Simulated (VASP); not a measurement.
# CuSb3 (P6_3/mmc) in VASP: a series of runs

Runs on CuSb3. Level: PBE. Tasks: relaxation of cell and atoms, single point.

All numbers are computed with VASP 6.6.1; they aren't measurements. Logs are shortened: lines on timing, memory, paths and dates and some standing lists are left out, and cuts for length are marked.

## (1) The cell of the first run

The structure is hexagonal, space group P6_3/mmc (No. 194). Conventional cell: a = 6.552 Å, b = 6.552 Å, c = 5.259 Å, α = 90.00°, β = 90.00°, γ = 120.00°. Within 4.3 Å of Cu (site symmetry -6m2) lie 12 Sb at 3.24 to 3.28 Å. Sb (site symmetry mm2) has 4 Cu at 3.24 to 3.28 Å and 8 Sb at 3.24 to 3.28 Å within 4.3 Å.

## (2) Relaxation of cell and atoms, PBE

INCAR

```
PREC = Accurate
ENCUT = 600
EDIFF = 1E-6
ISMEAR = 0
SIGMA = 0.1
LREAL = False
LASPH = True
NELM = 60
ALGO = Normal
ISIF = 3
LWAVE = False
LCHARG = False
GGA = PE
IBRION = 2
NSW = 90
EDIFFG = -0.04
```

KPOINTS

```
Automatic mesh
0
Gamma
  3 3 4
```

POSCAR

```
CuSb3
1.0
    6.5520540396      0.0000000000      0.0000000000
   -3.2760270198      5.6742452453      0.0000000000
    0.0000000000      0.0000000000      5.2590342984
Cu Sb
2 6
Direct
    0.3333333333      0.6666666667      0.2500000000
    0.6666666667      0.3333333333      0.7500000000
    0.8330000000      0.6660000000      0.2500000000
    0.1670000000      0.8330000000      0.7500000000
    0.3340000000      0.1670000000      0.2500000000
    0.1670000000      0.3340000000      0.7500000000
    0.8330000000      0.1670000000      0.2500000000
    0.6660000000      0.8330000000      0.7500000000
```

Potentials or basis: VASP PAW PBE potentials, release 64 (Cu, Sb).

Launch:

```console
$ cat potpaw_PBE.64/Cu/POTCAR potpaw_PBE.64/Sb/POTCAR > POTCAR
$ mpirun -np 1 vasp_std > vasp.out
```

OUTCAR:

```text
PREC = Accurate
   ENCUT = 600
   EDIFF = 1E-6
   ISMEAR = 0
   LREAL = False
   LASPH = True
   NELM = 60
   ISIF = 3
   GGA = PE
   IBRION = 2
   NSW = 90
   EDIFFG = -0.04

 ion  position               nearest neighbor table
   1  0.333  0.667  0.250-   4 3.24   4 3.24   8 3.24   8 3.24   6 3.24   6 3.24   3 3.28   5 3.28
                             7 3.28   7 3.28   3 3.28   5 3.28
   2  0.667  0.333  0.750-   7 3.24   7 3.24   5 3.24   5 3.24   3 3.24   3 3.24   6 3.28   8 3.28
                             4 3.28   4 3.28   6 3.28   8 3.28
   3  0.833  0.666  0.250-   2 3.24   2 3.24   8 3.24   4 3.24   4 3.24   8 3.24   5 3.27   7 3.27
                             1 3.28   1 3.28   7 3.28   5 3.28
   4  0.167  0.833  0.750-   1 3.24   1 3.24   3 3.24   3 3.24   5 3.24   5 3.24   8 3.27   6 3.27
                             2 3.28   2 3.28   8 3.28   6 3.28
   5  0.334  0.167  0.250-   2 3.24   2 3.24   6 3.24   6 3.24   4 3.24   4 3.24   7 3.27   3 3.27
                             1 3.28   1 3.28   7 3.28   3 3.28
   6  0.167  0.334  0.750-   1 3.24   1 3.24   7 3.24   5 3.24   5 3.24   7 3.24   8 3.27   4 3.27
                             2 3.28   2 3.28   4 3.28   8 3.28
   7  0.833  0.167  0.250-   2 3.24   2 3.24   6 3.24   6 3.24   8 3.24   8 3.24   5 3.27   3 3.27
                             1 3.28   1 3.28   5 3.28   3 3.28
   8  0.666  0.833  0.750-   1 3.24   1 3.24   3 3.24   3 3.24   7 3.24   7 3.24   4 3.27   6 3.27
                             2 3.28   2 3.28   4 3.28   6 3.28

  LATTYP: Found a hexagonal cell.
 ALAT       =     6.5520540396
 C/A-ratio  =     0.8026542923

  Lattice vectors:

 A1 = (   6.5520540396,   0.0000000000,   0.0000000000)
 A2 = (  -3.2760270198,   5.6742452453,   0.0000000000)
 A3 = (   0.0000000000,   0.0000000000,   5.2590342984)

Analysis of symmetry for initial positions (statically):
=====================================================================
 Subroutine PRICEL returns:
 Original cell was already a primitive cell.

 Routine SETGRP: Setting up the symmetry group for a
 hexagonal supercell.

 Subroutine GETGRP returns: Found 24 space group operations
 (whereof 12 operations were pure point group operations)
 out of a pool of 24 trial point group operations.

The static configuration has the point symmetry D_3d.
 The point group associated with its full space group is D_6h.

Analysis of symmetry for dynamics (positions and initial velocities):
=====================================================================
 Subroutine PRICEL returns:
 Original cell was already a primitive cell.

 Routine SETGRP: Setting up the symmetry group for a
 hexagonal supercell.

 Subroutine GETGRP returns: Found 24 space group operations
 (whereof 12 operations were pure point group operations)
 out of a pool of 24 trial point group operations.

[... 119 lines left out ...]
  Fermi-wavevector in a.u.,A,eV,Ry     =   1.052799  1.989501 15.080500  1.108386
  Thomas-Fermi vector in A             =   2.187896
   LORBIT       =      0    0 simple, 1 ext, 2 COOP (PROOUT), +10 PAW based schemes
   GGA     = PE    functional components
   LHFCALC =     F    Hartree Fock is set to
   AEXX    =    0.0000 exact exchange contribution
   IVDW    =     0    specifies the selected vdW correction
   LEPSILON=     F    determine dielectric tensor
   LRPA    =     F    only Hartree local field effects (RPA)
 conjugate gradient relaxation of ions
 non-spin polarized calculation
 Gauss-broadening in eV      SIGMA  =   0.10
  energy-cutoff  :      600.00
  volume of cell :      195.52
 maximum number of plane-waves:      6550
 NGX is ok and might be reduce to    54
   NGX = 27   NGY = 27   NGZ = 21

--------------------------------------- Ionic step        1  -------------------------------------------

 number of electron      52.0000003 magnetization

 Free energy of the ion-electron system (eV)
  ---------------------------------------------------
  ext. energy  EPLUGINS =         0.00000000
  ---------------------------------------------------
  free energy    TOTEN  =       -28.87775460 eV

  energy without entropy =      -28.83080776  energy(sigma->0) =      -28.85428118

------------------------ aborting loop because EDIFF is reached ----------------------------------------

  FORCE on cell =-STRESS in cart. coord.  units (eV):
  Direction    XX          YY          ZZ          XY          YZ          ZX
  --------------------------------------------------------------------------------------
  -------------------------------------------------------------------------------------
  Total        0.4514977      0.4514977     -1.2735491      0.0000000      0.0000000      0.0000000
  in kB        3.6997681      3.6997681    -10.4360154      0.0000000      0.0000000      0.0000000
  external PRESSURE =      -1.0121597 kB  Pullay stress =       0.0000000 kB
[... 107 lines left out ...]
  FREE ENERGIE OF THE ION-ELECTRON SYSTEM (eV)
  ---------------------------------------------------
  free  energy   TOTEN  =       -29.3493557568 eV

  energy  without entropy=      -29.3274128688  energy(sigma->0) =      -29.33838431

 E-fermi :   7.5306     XC(G=0): -10.1496

 val. band max:        7.5070106117   @ k =   0.3333   0.3333   0.2500
 cond. band min:       7.6393305726   @ k =   0.3333   0.0000   0.2500
 fundamental gap:      0.1323199609
 Fermi energy:         7.5306347949

 k-point     1 :       0.0000    0.0000    0.0000
  band No.  band energies     occupation
      1      -4.9640      2.00000
      2      -2.2962      2.00000
      3      -1.7645      2.00000
      4      -1.7645      2.00000
      5      -0.7762      2.00000
      6      -0.7762      2.00000
[... 295 lines left out ...]
     30       9.2487      0.00000
     31       9.2487      0.00000

[... ionic steps 4 to 32 ...]

--------------------------------------- Ionic step       33  -------------------------------------------

 number of electron      51.9999988 magnetization

------------------------ aborting loop because EDIFF is reached ----------------------------------------
[... 79 lines left out ...]
--------------------------------------- Ionic step       35  -------------------------------------------

 number of electron      51.9999988 magnetization

 Free energy of the ion-electron system (eV)
  ---------------------------------------------------
  ext. energy  EPLUGINS =         0.00000000
  ---------------------------------------------------
  free energy    TOTEN  =       -30.77171549 eV

  energy without entropy =      -30.75341620  energy(sigma->0) =      -30.76256584

 E-fermi :   6.8213     XC(G=0):  -9.8336

 val. band max:        6.7624432948   @ k =   0.3333   0.0000   0.5000
 cond. band min:       6.9439254903   @ k =   0.3333   0.0000   0.2500
 fundamental gap:      0.1814821955
 Fermi energy:         6.8212859413

 k-point     1 :       0.0000    0.0000    0.0000
  band No.  band energies     occupation
      1      -5.3151      2.00000
      2      -3.2646      2.00000
      3      -2.8139      2.00000
      4      -2.8139      2.00000
      5      -1.9196      2.00000
      6      -1.9196      2.00000
[... 330 lines left out ...]
  FREE ENERGIE OF THE ION-ELECTRON SYSTEM (eV)
  ---------------------------------------------------
  free  energy   TOTEN  =       -30.7717154860 eV

  energy  without entropy=      -30.7534162038  energy(sigma->0) =      -30.76256584

 reached required accuracy - stopping structural energy minimisation
```

OSZICAR:

```text
N       E                     dE             d eps       ncg     rms          rms(c)
DAV:   1     0.376349812557E+03    0.37635E+03   -0.20648E+04   558   0.175E+03
DAV:   2     0.108961208369E+02   -0.36545E+03   -0.36006E+03   565   0.359E+02
DAV:   3    -0.276737311558E+02   -0.38570E+02   -0.36938E+02   756   0.127E+02
[... 404 lines left out ...]
DAV:   4    -0.307717952952E+02    0.14688E-03   -0.21541E-03   625   0.228E-01    0.517E-02
DAV:   5    -0.307717297497E+02    0.65545E-04   -0.17583E-04   812   0.302E-01    0.280E-02
DAV:   6    -0.307717227337E+02    0.70160E-05   -0.36276E-05   834   0.395E-02    0.166E-02
DAV:   7    -0.307717147534E+02    0.79803E-05   -0.28584E-05   857   0.132E-01    0.222E-03
DAV:   8    -0.307717154860E+02   -0.73257E-06   -0.84800E-06   644   0.170E-02
  35 F= -.30771715E+02 E0= -.30762566E+02  d E =-.917073E-03
```

CONTCAR:

```text
CuSb3
   1.00000000000000
     7.8711085783050097    0.0000000000000000   -0.0000000000000001
    -3.9355542891525048    6.8165799848193078    0.0000000000000001
     0.0000000000000000    0.0000000000000000    3.8906843853933339
  Cu              Sb
     2     6
Direct
     0.3333333332999970    0.6666666667000030    0.2500000000000000
     0.6666666667000030    0.3333333332999970    0.7500000000000000
     0.8024588836491253    0.6049177672982498    0.2500000000000000
     0.1975411163508777    0.8024588836491253    0.7500000000000000
     0.3950822327017528    0.1975411163508752    0.2500000000000000
     0.1975411163508752    0.3950822327017504    0.7500000000000000
     0.8024588836491223    0.1975411163508752    0.2500000000000000
     0.6049177672982475    0.8024588836491253    0.7500000000000000

  0.00000000E+00  0.00000000E+00  0.00000000E+00
  0.00000000E+00  0.00000000E+00  0.00000000E+00
  0.00000000E+00  0.00000000E+00  0.00000000E+00
  0.00000000E+00  0.00000000E+00  0.00000000E+00
  0.00000000E+00  0.00000000E+00  0.00000000E+00
  0.00000000E+00  0.00000000E+00  0.00000000E+00
  0.00000000E+00  0.00000000E+00  0.00000000E+00
  0.00000000E+00  0.00000000E+00  0.00000000E+00
```

Run time: 18 min. Hardware: 1 thread of AMD EPYC 9R45 (Zen 5), shared host; peak memory 0.37 GiB.

Results:

| Quantity | Value |
| --- | --- |
| Free energy | -30.7717 eV |
| Relaxed volume | 26.09 Å³/atom |
| Relaxed cell | a = 7.871 Å, b = 7.871 Å, c = 3.891 Å, α = 90.00°, β = 90.00°, γ = 120.00° |
| Space group after relaxing (to 0.1 Å) | P6_3/mmc (No. 194) |
| Energy gained by relaxing | 236.7 meV/atom |
| Ionic steps | 35 |
| Pressure after relaxing | 0.0 GPa |
| Largest force after relaxing | 0.025 eV/Å |
| Band gap on the k mesh | zero (bands 26 and 27 overlap by 1.68 eV) |

Forces in eV/Å, atoms in the order of the input:
```
Cu   0.000  0.000  0.000
Cu   0.000  0.000  0.000
Sb   0.000 -0.025  0.000
Sb   0.021 -0.012  0.000
Sb   0.021  0.012  0.000
Sb   0.000  0.025  0.000
Sb  -0.021  0.012  0.000
Sb  -0.021 -0.012  0.000
```

Stress tensor (GPa, compression positive):
```
-0.08  0.00  0.00
 0.00 -0.08  0.00
 0.00  0.00  0.17
```

The path:
```csv
step,energy change (eV),largest force (eV/Å),pressure (GPa),volume (Å³)
1,0.0000,0.6886,-0.10,195.52
2,-0.1462,0.5879,-0.29,195.08
3,-0.4716,0.1157,0.37,193.66
4,-0.0056,2.1043,7.67,190.47
5,-0.5143,0.1007,0.93,193.18
6,-0.6470,0.1115,0.56,194.97
7,-1.0428,0.0830,0.01,199.56
8,-1.4713,0.2601,0.97,205.93
9,1.8700,3.7445,17.83,205.31
10,-1.6202,0.4348,2.46,207.10
11,-1.1056,1.3455,7.63,207.95
12,-1.6800,0.5839,3.32,207.63
13,-1.6315,0.8310,4.52,207.97
14,-1.6759,0.7043,3.85,207.83
15,-1.7773,0.4178,1.74,216.66
16,-1.7773,0.4141,1.71,216.79
17,-1.8199,0.2727,0.86,218.21
18,-1.8374,0.0830,-0.25,220.32
19,-1.8381,0.1100,-0.08,220.00
20,-1.8403,0.0951,-0.16,219.85
21,-1.8452,0.0634,-0.23,219.42
22,-1.8520,0.0573,-0.49,218.56
23,-1.8542,0.0327,-0.81,216.80
24,-1.8560,0.0468,-0.69,217.55
25,-1.8580,0.0536,-0.62,217.12
26,-1.8635,0.0710,-0.45,215.83
27,-1.8712,0.0821,-0.14,213.26
28,-1.8669,0.0795,0.69,208.19
29,-1.8728,0.0786,0.08,211.58
30,-1.8787,0.0605,0.11,211.03
31,-1.8893,0.0195,0.16,209.62
32,-1.8896,0.0479,0.33,206.80
33,-1.8930,0.0134,0.14,208.28
34,-1.8930,0.0177,0.17,208.11
35,-1.8940,0.0247,0.00,208.75
```

Final structure:
```xyz
8
Lattice="7.8711 0.0000 0.0000 -3.9356 6.8166 0.0000 0.0000 0.0000 3.8907" Properties=species:S:1:pos:R:3 pbc="T T T"
Cu    0.0000    4.5444    0.9727
Cu    3.9356    2.2722    2.9180
Sb    3.9356    4.1235    0.9727
Sb   -1.6033    5.4700    2.9180
Sb    2.3323    1.3466    0.9727
Sb    0.0000    2.6931    2.9180
Sb    5.5388    1.3466    0.9727
Sb    1.6033    5.4700    2.9180
```

Caveat: the k points lie up to 0.40 Å⁻¹ apart in the final cell, too coarse for converged energies and pressures of a metal; a cell axis changed by over 15 % at a fixed basis, so the end point is rough; spin-orbit coupling is left out, which moves the levels of the heavy elements.

## (3) Single point, PBE

This run uses another cell than the first one, of 26.16 Å³/atom.

INCAR

```
SYSTEM = CuSb3
PREC     = Accurate       ! precision mode
ENCUT    = 520            ! plane-wave cutoff, eV
EDIFF    = 1E-6           ! SCF threshold, eV
ISMEAR   = 0              ! smearing method
SIGMA    = 0.1            ! smearing width, eV
LREAL    = .FALSE.        ! projectors in reciprocal space
LASPH    = .TRUE.         ! aspherical terms in the spheres
NELM     = 100            ! most SCF steps
ALGO     = Normal         ! electronic algorithm
ISIF     = 2              ! what is computed and relaxed
LWAVE    = .FALSE.        ! write WAVECAR
LCHARG   = .TRUE.         ! write CHGCAR
GGA      = PE             ! functional
LELF     = .TRUE.         ! ELF
LVHAR    = .TRUE.       
NBANDS   = 36             ! bands
```

KPOINTS

```
regular mesh
0
G
  6 6 10
  0 0 0
```

POSCAR

```
CuSb3
1.0
    7.8343853820      0.0000000000      0.0000000000
   -3.9171926910      6.7847767638      0.0000000000
    0.0000000000      0.0000000000      3.9376946263
Cu Sb
2 6
Direct
    0.3333333333      0.6666666667      0.2500000000
    0.6666666667      0.3333333333      0.7500000000
    0.8019579723      0.6039159446      0.2500000000
    0.1980420277      0.8019579723      0.7500000000
    0.3960840554      0.1980420277      0.2500000000
    0.1980420277      0.3960840554      0.7500000000
    0.8019579723      0.1980420277      0.2500000000
    0.6039159446      0.8019579723      0.7500000000
```

Potentials or basis: VASP PAW PBE potentials, release 64 (Cu, Sb).

Launch:

```console
$ cat potpaw_PBE.64/Cu/POTCAR potpaw_PBE.64/Sb/POTCAR > POTCAR
$ mpirun -np 1 vasp_std > vasp.out
```

Wall time 3.2 min (1 thread of AMD EPYC 9R45 (Zen 5), shared host); peak memory 0.44 GiB.

Results (log left out):

```yaml
Free_energy: -30.8167 eV
Pressure: 0.0 GPa
Largest_force: 0.016 eV/Å
Band_gap_on_the_k_mesh: zero (bands 26 and 27 overlap by 1.77 eV)
```

Forces on the atoms (eV/Å):
```
Cu   0.000  0.000  0.000
Cu   0.000  0.000  0.000
Sb   0.000  0.016  0.000
Sb  -0.014  0.008  0.000
Sb  -0.014 -0.008  0.000
Sb   0.000 -0.016  0.000
Sb   0.014 -0.008  0.000
Sb   0.014  0.008  0.000
```

Stress tensor (GPa, compression positive):
```
-0.02  0.00  0.00
 0.00 -0.02  0.00
 0.00  0.00  0.06
```

Levels at points of the mesh, in eV from the Fermi level:
```tsv
k point	band 22	band 23	band 24	band 25	band 26	band 27	band 28	band 29	band 30	band 31
(0.00, 0.00, 0.00)	-1.26	-1.26	-1.07	0.29	0.96	0.96	1.23	1.23	2.28	2.28
(0.50, 0.00, 0.00)	-1.34	-0.79	0.03	0.14	0.45	0.71	0.83	1.98	1.99	2.64
(0.00, 0.00, 0.50)	-2.92	-2.84	-2.84	0.85	0.85	1.04	1.04	1.04	1.04	2.31
(0.50, 0.00, 0.50)	-2.78	-1.40	-1.40	-1.21	-1.21	-0.49	-0.49	0.88	0.88	1.73
```

Caveat: spin-orbit coupling is left out, which moves the levels of the heavy elements.

The gap in the log of VASP goes by the Fermi energy; the results here count the filled bands.